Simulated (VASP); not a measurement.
# TiAl3 in VASP: settings compared

Aim: see how the results for TiAl3 move with the level of theory and the settings. Levels: r2SCAN, PBEsol. Tasks: single point.

Everything below comes from runs of VASP 6.6.1. Logs are shortened: lines on timing, memory, paths and dates and some standing lists are left out, and cuts for length are marked.

## Step 1: The cell of the first run

Symmetry: Pm-3m, No. 221, cubic system. The conventional cell has a = 4.033 Å, b = 4.033 Å, c = 4.033 Å, α = 90.00°, β = 90.00°, γ = 90.00°. Ti (site symmetry m-3m) has 12 Al at 2.85 Å within 3.8 Å. Al (site symmetry 4/mmm) has 4 Ti at 2.85 Å and 8 Al at 2.85 Å within 3.8 Å.

## Step 2: Single point, r2SCAN

Contents of POSCAR:

```
TiAl3
1.0
    4.0332531278      0.0000000000      0.0000000000
    0.0000000000      4.0332531278      0.0000000000
    0.0000000000      0.0000000000      4.0332531278
Ti Al
1 3
Direct
    0.0000000000      0.0000000000      0.0000000000
    0.0000000000      0.5000000000      0.5000000000
    0.5000000000      0.0000000000      0.5000000000
    0.5000000000      0.5000000000      0.0000000000
```

Contents of INCAR.step1:

```
PREC     = Accurate       # precision mode
ENCUT    = 520            # plane-wave cutoff, eV
ISMEAR   = -1             # smearing method
SIGMA    = 0.05           # smearing width, eV
LREAL    = F              # projectors in reciprocal space
LASPH    = T              # aspherical terms in the spheres
NELM     = 100            # most SCF steps
NBANDS   = 18             # bands
GGA      = PE             # functional
ALGO     = Normal         # electronic algorithm
EDIFF    = 1E-4           # SCF threshold, eV
LWAVE    = T              # write WAVECAR
LCHARG   = F              # write CHGCAR
```

Contents of INCAR.step2:

```
PREC     = Accurate       # precision mode
ENCUT    = 520            # plane-wave cutoff, eV
EDIFF    = 1E-7           # SCF threshold, eV
ISMEAR   = -1             # smearing method
SIGMA    = 0.05           # smearing width, eV
LREAL    = F              # projectors in reciprocal space
LASPH    = T              # aspherical terms in the spheres
NELM     = 100            # most SCF steps
ALGO     = Normal         # electronic algorithm
ISIF     = 2              # what is computed and relaxed
LWAVE    = F              # write WAVECAR
LCHARG   = F              # write CHGCAR
METAGGA  = R2SCAN         # meta-GGA
LMIXTAU  = T            
NBANDS   = 18             # bands
ISTART   = 1
```

Contents of KPOINTS:

```
Automatic mesh
0
Gamma
  7 7 7
```

Potentials or basis: VASP PAW PBE potentials, release 64 (Ti_sv, Al).

Launch:

```sh
cat potpaw_PBE.64/Ti_sv/POTCAR potpaw_PBE.64/Al/POTCAR > POTCAR
cp INCAR.step1 INCAR
mpirun -np 1 vasp_std > vasp.out
cp INCAR.step2 INCAR
mpirun -np 1 vasp_std > vasp.out
```

OUTCAR:

```text
PREC = Accurate
   ENCUT = 520
   EDIFF = 1E-7
   ISMEAR = -1
   LREAL = F
   LASPH = T
   NELM = 100
   ISIF = 2
   METAGGA = R2SCAN
   ISTART = 1

 ion  position               nearest neighbor table
   1  0.000  0.000  0.000-   2 2.85   3 2.85   4 2.85   2 2.85   3 2.85   2 2.85   4 2.85   2 2.85
                             3 2.85   4 2.85   3 2.85   4 2.85
   2  0.000  0.500  0.500-   1 2.85   3 2.85   4 2.85   1 2.85   4 2.85   1 2.85   3 2.85   1 2.85
                             3 2.85   4 2.85   4 2.85   3 2.85
   3  0.500  0.000  0.500-   1 2.85   2 2.85   4 2.85   1 2.85   4 2.85   2 2.85   4 2.85   4 2.85
                             1 2.85   2 2.85   1 2.85   2 2.85
   4  0.500  0.500  0.000-   1 2.85   2 2.85   3 2.85   2 2.85   3 2.85   1 2.85   3 2.85   3 2.85
                             1 2.85   2 2.85   2 2.85   1 2.85

  LATTYP: Found a simple cubic cell.
 ALAT       =     4.0332531278

  Lattice vectors:

 A1 = (   4.0332531278,   0.0000000000,   0.0000000000)
 A2 = (   0.0000000000,   4.0332531278,   0.0000000000)
 A3 = (   0.0000000000,   0.0000000000,   4.0332531278)

Analysis of symmetry for initial positions (statically):
=====================================================================
 Subroutine PRICEL returns:
 Original cell was already a primitive cell.

 Routine SETGRP: Setting up the symmetry group for a
 simple cubic supercell.

 Subroutine GETGRP returns: Found 48 space group operations
 (whereof 48 operations were pure point group operations)
 out of a pool of 48 trial point group operations.

The static configuration has the point symmetry O_h .

Analysis of symmetry for dynamics (positions and initial velocities):
=====================================================================
 Subroutine PRICEL returns:
 Original cell was already a primitive cell.

 Routine SETGRP: Setting up the symmetry group for a
 simple cubic supercell.

 Subroutine GETGRP returns: Found 48 space group operations
 (whereof 48 operations were pure point group operations)
 out of a pool of 48 trial point group operations.

The dynamic configuration has the point symmetry O_h .

 Subroutine INISYM returns: Found 48 space group operations
 (whereof 48 operations are pure point group operations),
 and found     1 'primitive' translations

----------------------------------------------------------------------------------------

                                     Primitive cell

  volume of cell :      65.6095

  direct lattice vectors                    reciprocal lattice vectors
     4.033253128  0.000000000  0.000000000     0.247938815  0.000000000  0.000000000
     0.000000000  4.033253128  0.000000000     0.000000000  0.247938815  0.000000000
     0.000000000  0.000000000  4.033253128     0.000000000  0.000000000  0.247938815

  length of vectors
     4.033253128  4.033253128  4.033253128     0.247938815  0.247938815  0.247938815

  position of ions in fractional coordinates (direct lattice)
     0.000000000  0.000000000  0.000000000
     0.000000000  0.500000000  0.500000000
     0.500000000  0.000000000  0.500000000
     0.500000000  0.500000000  0.000000000

  ion indices of the primitive-cell ions
   primitive index   ion index
                 1           1
                 2           2
                 3           3
                 4           4

----------------------------------------------------------------------------------------

 KPOINTS: Automatic mesh

Automatic generation of k-mesh.
 Grid dimensions read from file:
 generate k-points for:    7    7    7

 Generating k-lattice:

  Cartesian coordinates                     Fractional coordinates (reciprocal lattice)
     0.035419831  0.000000000  0.000000000     0.142857143  0.000000000  0.000000000
     0.000000000  0.035419831  0.000000000     0.000000000  0.142857143  0.000000000
     0.000000000  0.000000000  0.035419831     0.000000000  0.000000000  0.142857143

  Length of vectors
     0.035419831  0.035419831  0.035419831

  Shift w.r.t. Gamma in fractional coordinates (k-lattice)
     0.000000000  0.000000000  0.000000000

 Subroutine IBZKPT returns following result:
 ===========================================

 Found     20 irreducible k-points:

 Following reciprocal coordinates:
            Coordinates               Weight
  0.000000  0.000000  0.000000      1.000000
  0.142857  0.000000  0.000000      6.000000
  0.285714  0.000000  0.000000      6.000000
  0.428571  0.000000  0.000000      6.000000
  0.142857  0.142857  0.000000     12.000000
  0.285714  0.142857  0.000000     24.000000
[... 12 lines left out ...]
  0.428571  0.428571  0.285714     24.000000
  0.428571  0.428571  0.428571      8.000000
   k-points           NKPTS =     20   k-points in BZ     NKDIM =     20   number of bands    NBANDS=     18
   number of dos      NEDOS =    301   number of ions     NIONS =      4
   total plane-waves  NPLWV =  27000
[... 36 lines left out ...]
  volume/ion in A,a.u.               =      16.40       110.69
  Fermi-wavevector in a.u.,A,eV,Ry     =   1.119848  2.116206 17.062519  1.254060
  Thomas-Fermi vector in A             =   2.256490
   LORBIT       =      0    0 simple, 1 ext, 2 COOP (PROOUT), +10 PAW based schemes
   METAGGA = R2SCAN    functional components
   LHFCALC =     F    Hartree Fock is set to
   AEXX    =    0.0000 exact exchange contribution
   IVDW    =     0    specifies the selected vdW correction
   LEPSILON=     F    determine dielectric tensor
   LRPA    =     F    only Hartree local field effects (RPA)
 non-spin polarized calculation
  energy-cutoff  :      520.00
  volume of cell :       65.61
 maximum number of plane-waves:      1791
 NGX is ok and might be reduce to    30
   NGX = 15   NGY = 15   NGZ = 15

 number of electron      20.9999997 magnetization

 Free energy of the ion-electron system (eV)
  ---------------------------------------------------
  ext. energy  EPLUGINS =         0.00000000
  ---------------------------------------------------
  free energy    TOTEN  =       -34.75577913 eV

  energy without entropy =      -34.73415076  energy(sigma->0) =      -34.74496495

 E-fermi :   8.6129     XC(G=0): -11.3450

 val. band max:        8.4732347034   @ k =   0.1429   0.1429   0.0000
 cond. band min:       8.6367467038   @ k =   0.4286   0.2857   0.1429
 fundamental gap:      0.1635120005
 Fermi energy:         8.6128953297

 k-point     1 :       0.0000    0.0000    0.0000
  band No.  band energies     occupation
      1     -50.9274      2.00000
      2     -26.1770      2.00000
      3     -26.1770      2.00000
      4     -26.1770      2.00000
      5      -2.5944      2.00000
      6       5.4649      2.00000
[... 10 lines left out ...]
     17      14.2894      0.00000
     18      14.2894      0.00000

 k-point     2 :       0.1429    0.0000    0.0000
  band No.  band energies     occupation
      1     -50.9273      2.00000
      2     -26.1801      2.00000
      3     -26.1768      2.00000
      4     -26.1767      2.00000
      5      -2.3939      2.00000
      6       4.0618      2.00000
[... 10 lines left out ...]
     17      13.8974      0.00000
     18      13.8974      0.00000

 k-point     3 :       0.2857    0.0000    0.0000
  band No.  band energies     occupation
      1     -50.9270      2.00000
      2     -26.1872      2.00000
      3     -26.1763      2.00000
      4     -26.1762      2.00000
      5      -1.8039      2.00000
      6       2.2558      2.00000
[... 10 lines left out ...]
     17      12.6945      0.00000
     18      14.3333      0.00000

 k-point     4 :       0.4286    0.0000    0.0000
  band No.  band energies     occupation
      1     -50.9268      2.00000
      2     -26.1928      2.00000
      3     -26.1758      2.00000
      4     -26.1758      2.00000
      5      -0.8943      2.00000
      6       0.6955      2.00000
[... 291 lines left out ...]
      4     -26.1843      2.00000
      5       0.5081      2.00000
      6       2.1105      2.00000
[... 10 lines left out ...]
     17      12.8645      0.00000
     18      15.1788      0.00000

 k-point    19 :       0.4286    0.4286    0.2857
  band No.  band energies     occupation
      1     -50.9259      2.00000
      2     -26.1897      2.00000
      3     -26.1896      2.00000
      4     -26.1839      2.00000
      5       1.2894      2.00000
      6       2.7486      2.00000
[... 10 lines left out ...]
     17      11.8141      0.00000
     18      16.2013      0.00000

 k-point    20 :       0.4286    0.4286    0.4286
  band No.  band energies     occupation
      1     -50.9257      2.00000
      2     -26.1891      2.00000
      3     -26.1890      2.00000
      4     -26.1890      2.00000
      5       2.0935      2.00000
      6       3.2466      2.00000
[... 10 lines left out ...]
     17      11.3753      0.00000
     18      18.6607      0.00000

------------------------ aborting loop because EDIFF is reached ----------------------------------------

  FORCE on cell =-STRESS in cart. coord.  units (eV):
  Direction    XX          YY          ZZ          XY          YZ          ZX
  --------------------------------------------------------------------------------------
  -------------------------------------------------------------------------------------
  Total       -2.4865284     -2.4865284     -2.4865284     -0.0000000     -0.0000000      0.0000000
  in kB      -60.7208112    -60.7208112    -60.7208112     -0.0000000     -0.0000000      0.0000000
  external PRESSURE =     -60.7208112 kB  Pullay stress =       0.0000000 kB

 VOLUME and BASIS-vectors are now :
 -----------------------------------------------------------------------------
  energy-cutoff  :      520.00
  volume of cell :       65.61
      direct lattice vectors                 reciprocal lattice vectors
     4.033253128  0.000000000  0.000000000     0.247938815  0.000000000  0.000000000
     0.000000000  4.033253128  0.000000000     0.000000000  0.247938815  0.000000000
     0.000000000  0.000000000  4.033253128     0.000000000  0.000000000  0.247938815

 POSITION                                       TOTAL-FORCE (eV/Angst)
 -----------------------------------------------------------------------------------
      0.00000      0.00000      0.00000         0.000000      0.000000      0.000000
      0.00000      2.01663      2.01663         0.000000      0.000000      0.000000
      2.01663      0.00000      2.01663         0.000000      0.000000      0.000000
      2.01663      2.01663      0.00000         0.000000      0.000000      0.000000
 -----------------------------------------------------------------------------------
    total drift:                                0.000000     -0.000000      0.000000

  FREE ENERGIE OF THE ION-ELECTRON SYSTEM (eV)
  ---------------------------------------------------
  free  energy   TOTEN  =       -34.7557791293 eV

  energy  without entropy=      -34.7341507640  energy(sigma->0) =      -34.74496495
```

It took 1.7 min on 1 thread of Intel Xeon 8259CL, shared host; peak memory 0.18 GiB.

What came out:

```yaml
Free_energy: -34.7558 eV
Pressure: -6.1 GPa
Band_gap_on_the_k_mesh: zero (an odd number of electrons rules out a gap without spin polarisation)
```

Levels at points of the mesh, in eV from the Fermi level:
```
           k point  band 8  band 9  band 10  band 11  band 12  band 13
(0.00, 0.00, 0.00)   -2.40   -2.40    -2.40     0.07     0.07     0.07
```

Caveat: the cell stands under tension; the PAW data sets were made with another functional, which shifts forces and pressure a little.

## Step 3: Single point, PBEsol

This run uses another cell than the first one, of 15.47 Å³/atom.

Contents of INCAR:

```
PREC = Accurate
ENCUT = 520
EDIFF = 1E-6
ISMEAR = -1
SIGMA = 0.05
LREAL = F
LASPH = T
NELM = 100
ALGO = Normal
ISIF = 2
LWAVE = F
LCHARG = F
GGA = PS
NBANDS = 18
```

Contents of KPOINTS:

```
Automatic mesh
0
Gamma
  6 6 6
```

Contents of POSCAR:

```
TiAl3
1.0
    3.9556712500      0.0000000000      0.0000000000
    0.0000000000      3.9556712500      0.0000000000
    0.0000000000      0.0000000000      3.9556712500
Ti Al
1 3
Direct
    0.0000000000      0.0000000000      0.0000000000
    0.0000000000      0.5000000000      0.5000000000
    0.5000000000      0.0000000000      0.5000000000
    0.5000000000      0.5000000000      0.0000000000
```

Potentials or basis: VASP PAW PBE potentials, release 64 (Ti_sv, Al).

Launch:

```sh
cat potpaw_PBE.64/Ti_sv/POTCAR potpaw_PBE.64/Al/POTCAR > POTCAR
mpirun -np 1 vasp_std > vasp.out
```

Run time: 37 s. Hardware: 1 thread of Intel Xeon 8259CL, shared host; peak memory 0.17 GiB.

Results (log left out):

- Free energy: -22.1469 eV
- Pressure: -0.4 GPa
- Band gap on the k mesh: zero (an odd number of electrons rules out a gap without spin polarisation)

Levels at points of the mesh, in eV from the Fermi level:
```
           k point  band 6  band 7  band 8  band 9  band 10  band 11  band 12  band 13  band 14  band 15
(0.00, 0.00, 0.00)   -3.04   -3.04   -2.10   -2.10    -2.10     0.21     0.21     0.21     0.76     4.16
(0.50, 0.00, 0.00)   -7.93   -2.20   -2.20   -2.14     0.46     0.81     0.81     1.00     1.07     1.42
(0.50, 0.50, 0.00)   -6.06   -6.06   -4.98   -1.20    -1.20     0.68     0.92     1.17     1.19     3.64
(0.50, 0.50, 0.50)   -5.09   -5.09   -4.92   -3.44    -3.44    -3.44     0.24     1.25     1.25     2.85
```

Caveat: the PAW data sets were made with another functional, which shifts forces and pressure a little.

## Step 4: Single point, PBEsol

This run uses another cell than the first one, of 14.85 Å³/atom.

Contents of INCAR:

```
PREC = Accurate
ENCUT = 520
EDIFF = 1E-6
ISMEAR = -1
SIGMA = 0.05
LREAL = False
LASPH = True
NELM = 100
ALGO = Normal
ISIF = 2
LWAVE = False
LCHARG = False
GGA = PS
NBANDS = 18
```

KPOINTS is that of step 3.

POSCAR: that of step 3 with these lines changed.

```diff
@@ -4,3 +4,3 @@
     0.0000000000      3.9556712500      0.0000000000
-    0.0000000000      0.0000000000      3.9556712500
+    0.0000000000      0.0000000000      3.7974444000
 Ti Al
```

Launch:

```sh
cat potpaw_PBE.64/Ti_sv/POTCAR potpaw_PBE.64/Al/POTCAR > POTCAR
mpirun -np 1 vasp_std > vasp.out
```

Wall time 62 s (1 thread of Intel Xeon 8259CL, shared host); peak memory 0.18 GiB.

Results (log left out):

```
Free energy            : -22.0848 eV
Pressure               : 4.5 GPa
Band gap on the k mesh : zero (an odd number of electrons rules out a gap without spin polarisation)
```

Stress tensor (GPa, compression positive):
```
2.36 0.00 0.00
0.00 2.36 0.00
0.00 0.00 8.79
```

Levels at points of the mesh, in eV from the Fermi level:
| k point | band 6 | band 7 | band 8 | band 9 | band 10 | band 11 | band 12 | band 13 | band 14 | band 15 |
| --- | --- | --- | --- | --- | --- | --- | --- | --- | --- | --- |
| (0.00, 0.00, 0.00) | -3.31 | -2.95 | -2.33 | -2.33 | -1.67 | 0.13 | 0.27 | 0.27 | 0.73 | 4.39 |
| (0.50, 0.00, 0.00) | -8.13 | -2.44 | -2.21 | -1.98 | 0.51 | 0.65 | 0.89 | 0.93 | 1.25 | 1.96 |
| (0.50, 0.50, 0.00) | -6.28 | -6.28 | -5.10 | -1.05 | -1.05 | 0.87 | 0.93 | 1.14 | 1.49 | 4.14 |
| (0.00, 0.00, 0.50) | -8.01 | -2.38 | -2.38 | -2.31 | 0.46 | 0.72 | 0.72 | 1.02 | 1.34 | 1.52 |
| (0.50, 0.00, 0.50) | -6.12 | -6.01 | -5.09 | -1.38 | -1.27 | 0.60 | 0.96 | 1.05 | 1.43 | 3.54 |
| (0.50, 0.50, 0.50) | -5.17 | -5.14 | -5.07 | -3.55 | -3.55 | -3.36 | 0.28 | 1.22 | 1.49 | 2.97 |

Caveat: the cell stands under pressure; the PAW data sets were made with another functional, which shifts forces and pressure a little.

## Step 5: Single point, PBEsol

This run uses another cell than the first one, of 15.16 Å³/atom.

Contents of INCAR:

```
SYSTEM = TiAl3
ALGO     = Fast           ! electronic algorithm
EDIFF    = 1E-6           ! SCF threshold, eV
ENCUT    = 520            ! plane-wave cutoff, eV
GGA      = PS             ! functional
ISIF     = 2              ! what is computed and relaxed
ISMEAR   = -1             ! smearing method
LASPH    = .TRUE.         ! aspherical terms in the spheres
LCHARG   = .FALSE.        ! write CHGCAR
LREAL    = .FALSE.        ! projectors in reciprocal space
LWAVE    = .FALSE.        ! write WAVECAR
NBANDS   = 18             ! bands
NELM     = 80             ! most SCF steps
PREC     = Accurate       ! precision mode
SIGMA    = 0.05           ! smearing width, eV
```

Contents of KPOINTS:

```
k-points
0
G
  6 6 6
  0 0 0
```

POSCAR: that of step 4 with these lines changed.

```diff
@@ -4,3 +4,3 @@
     0.0000000000      3.9556712500      0.0000000000
-    0.0000000000      0.0000000000      3.7974444000
+    0.0000000000      0.0000000000      3.8765578250
 Ti Al
```

Launch:

```sh
cat potpaw_PBE.64/Ti_sv/POTCAR potpaw_PBE.64/Al/POTCAR > POTCAR
mpirun -np 1 vasp_std > vasp.out
```

It took 2.3 min on 1 thread of Intel Xeon 8259CL, shared host; peak memory 0.19 GiB.

The run converged. Its results:

| Quantity | Value |
| --- | --- |
| Free energy | -22.1338 eV |
| Pressure | 1.9 GPa |
| Band gap on the k mesh | zero (an odd number of electrons rules out a gap without spin polarisation) |

Stress tensor (GPa, compression positive):
```
0.85 0.00 0.00
0.00 0.85 0.00
0.00 0.00 3.88
```

Levels at points of the mesh, in eV from the Fermi level:
| k point | band 6 | band 7 | band 8 | band 9 | band 10 | band 11 | band 12 | band 13 | band 14 | band 15 |
| --- | --- | --- | --- | --- | --- | --- | --- | --- | --- | --- |
| (0.00, 0.00, 0.00) | -3.18 | -2.99 | -2.21 | -2.21 | -1.90 | 0.17 | 0.23 | 0.23 | 0.74 | 4.27 |
| (0.50, 0.00, 0.00) | -8.03 | -2.32 | -2.17 | -2.10 | 0.48 | 0.73 | 0.96 | 1.00 | 1.02 | 1.65 |
| (0.50, 0.50, 0.00) | -6.18 | -6.18 | -5.05 | -1.14 | -1.14 | 0.81 | 0.90 | 1.16 | 1.32 | 3.88 |
| (0.00, 0.00, 0.50) | -7.97 | -2.29 | -2.29 | -2.23 | 0.46 | 0.76 | 0.76 | 1.04 | 1.16 | 1.46 |
| (0.50, 0.00, 0.50) | -6.10 | -6.04 | -5.04 | -1.29 | -1.24 | 0.64 | 0.95 | 1.10 | 1.29 | 3.58 |
| (0.50, 0.50, 0.50) | -5.14 | -5.12 | -5.00 | -3.50 | -3.50 | -3.41 | 0.26 | 1.24 | 1.35 | 2.90 |

Caveat: the PAW data sets were made with another functional, which shifts forces and pressure a little.

## Step 6: The runs side by side

| level | cell | k mesh | gap on the mesh (eV) | pressure (GPa) |
| --- | --- | --- | --- | --- |
| r2SCAN | a = 4.033 Å, 4 atoms | 7 × 7 × 7 | none | -6.1 |
| PBEsol | a = 3.956 Å, 4 atoms | 6 × 6 × 6 | none | -0.4 |
| PBEsol | a = 3.956, b = 3.956, c = 3.797 Å, 4 atoms | 6 × 6 × 6 | none | 4.5 |
| PBEsol | a = 3.956, b = 3.956, c = 3.877 Å, 4 atoms | 6 × 6 × 6 | none | 1.9 |

Alike in all rows: task single point; potentials or basis VASP PAW PBE potentials, release 64 (Ti_sv, Al); no spin polarisation; cutoff (eV) 520; smearing fermi-dirac 0.05 eV.

Caveats: the PAW data sets were made with another functional, which shifts forces and pressure a little; the cell stands under tension (at least some runs); the cell stands under pressure (at least some runs).

Absolute energies hang on the potentials; compare differences alone.
